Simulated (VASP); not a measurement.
# HgTe: relaxation of cell and atoms with PBE+D3(BJ)

Crystal: HgTe.

```
Hg Te
1.0
     4.83203    0.00000    0.00000
     0.00000    4.83203    0.00000
     0.00000    0.00000    4.90531
Hg Te
2 2
Direct
  0.00000 0.00000 0.00000
  0.50000 0.50000 0.00000
  0.00000 0.50000 0.34310
  0.50000 0.00000 0.65690
```

```yaml
Program: VASP 6.6.1
Task: relaxation of cell and atoms
Functional: PBE
Dispersion: D3(BJ)
Potentials_or_basis: VASP PAW PBE potentials, release 64 (Hg, Te)
Cutoff: 600 eV
k_mesh: 10 × 10 × 10
Occupations: gaussian, width 0.1 eV
Spin: no spin polarisation
Dipole_correction: no
Further_INCAR_settings: ALGO = Normal; EDIFF = 1e-07; IBRION = 2; EDIFFG = -0.01; NSW = 100; ISIF = 3
```

* Relaxed volume: 28.70 Å³/atom
* Relaxed cell: a = 4.773 Å, b = 4.773 Å, c = 5.040 Å, α = 90.00°, β = 90.00°, γ = 90.00°
* Space group after relaxing (to 0.05 Å): P4/nmm (No. 129)
* Energy gained by relaxing: 1.8 meV/atom
* Ionic steps: 9
* Pressure after relaxing: 0.0 GPa
* Largest force after relaxing: 0.007 eV/Å
* Band gap on the k mesh: zero (band 18 reaches 4.69 eV, above the bottom of band 19 at 3.48 eV)
* Dispersion energy per atom: -0.433 eV

Forces on the atoms (eV/Å):
```
Hg   0.000  0.000  0.000
Hg   0.000  0.000  0.000
Te   0.000  0.000 -0.007
Te   0.000  0.000  0.007
```

Step by step:
```
step  energy change (eV)  largest force (eV/Å)  pressure (GPa)  volume (Å³)
   1              0.0000                0.0998            0.27       114.53
   2             -0.0022                0.0305           -0.16       115.32
   3             -0.0023                0.0123           -0.26       115.53
   4             -0.0044                0.0015           -0.19       115.26
   5             -0.0068                0.0266            0.01       114.59
   6             -0.0069                0.0305            0.04       114.50
   7             -0.0069                0.0297            0.02       114.52
   8             -0.0070                0.0241            0.03       114.60
   9             -0.0074                0.0074            0.03       114.82
```

Final structure:
```
Hg Te
1.0
     4.77316    0.00000    0.00000
     0.00000    4.77316    0.00000
     0.00000    0.00000    5.03961
Hg Te
2 2
Cartesian
  0.0000 0.0000 0.0000
  2.3866 2.3866 0.0000
  0.0000 2.3866 1.7407
  2.3866 0.0000 3.2989
```

Levels at points of the mesh, in eV from the Fermi level:
```tsv
k point	band 15	band 16	band 17	band 18	band 19	band 20	band 21	band 22
(0.00, 0.00, 0.00)	-3.01	-1.36	-1.19	0.39	0.43	0.43	3.96	4.29
(0.50, 0.00, 0.00)	-1.91	-1.91	-1.38	-1.38	2.52	2.52	3.07	3.07
(0.50, 0.50, 0.00)	-1.61	-1.61	-0.70	-0.70	1.20	1.20	2.37	2.37
(0.00, 0.00, 0.50)	-1.41	-1.32	-1.32	-0.82	-0.78	2.53	3.22	3.87
(0.50, 0.00, 0.50)	-0.91	-0.91	-0.66	-0.66	0.43	0.43	3.95	3.95
(0.50, 0.50, 0.50)	-3.72	-3.72	-3.19	-3.19	3.40	3.40	5.85	5.85
```

Run time: 17 min on 1 thread of Intel(R) Xeon(R) Platinum 8488C (Sapphire Rapids) (shared host), peak memory 0.53 GiB.

Caveat: spin-orbit coupling is left out, which moves the levels of the heavy elements; pairwise dispersion overbinds metals, which lowers pressure and volume.
